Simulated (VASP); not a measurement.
## In3Cu: single point with RPBE+U

The system is In3Cu.

```xyz
4
Lattice="4.3184 0.0000 0.0000 0.0000 4.3184 0.0000 0.0000 0.0000 4.3184" Properties=species:S:1:pos:R:3 pbc="T T T"
In    0.0000    2.1592    2.1592
In    2.1592    0.0000    2.1592
In    2.1592    2.1592    0.0000
Cu    0.0000    0.0000    0.0000
```

- Program: VASP 6.6.1
- Task: single point
- Functional: RPBE
- Potentials or basis: VASP PAW PBE potentials, release 64 (In_d, Cu)
- Cutoff: 600 eV
- k mesh: 3 × 3 × 3
- Occupations: gaussian, width 0.1 eV
- Spin: no spin polarisation
- Hubbard terms: In d U = 6.9 eV, J = 0.55 eV

```yaml
Pressure: 5.2 GPa
Band_gap_on_the_k_mesh: zero (band 25 reaches 9.34 eV, above the bottom of band 26 at 8.09 eV)
```

Levels at points of the mesh, in eV from the Fermi level:
| k point | band 22 | band 23 | band 24 | band 25 | band 26 | band 27 | band 28 | band 29 |
| --- | --- | --- | --- | --- | --- | --- | --- | --- |
| (0.00, 0.00, 0.00) | -1.80 | -1.80 | -1.80 | -0.14 | -0.14 | 0.54 | 5.87 | 5.87 |

Eigenvalues of the final occupation matrices:
| site | spin | trace | eigenvalues |
| --- | --- | --- | --- |
| site 1 d | 1 | 5.00 | 0.99 1.00 1.00 1.00 1.00 |
| site 1 d | 2 | 5.00 | 0.99 1.00 1.00 1.00 1.00 |
| site 2 d | 1 | 5.00 | 0.99 1.00 1.00 1.00 1.00 |
| site 2 d | 2 | 5.00 | 0.99 1.00 1.00 1.00 1.00 |
| site 3 d | 1 | 5.00 | 0.99 1.00 1.00 1.00 1.00 |
| site 3 d | 2 | 5.00 | 0.99 1.00 1.00 1.00 1.00 |

It took 13 s on 1 thread of Intel(R) Xeon(R) 6975P-C (Granite Rapids) (shared host), peak memory 0.2 GiB.

Caveat: the k points lie up to 0.48 Å⁻¹ apart; the PAW data sets were made with another functional, which shifts forces and pressure a little; spin-orbit coupling is left out, which moves the levels of the heavy elements; U without spin polarisation on a metal has little footing; the U is typed as a test and isn't derived for this compound.
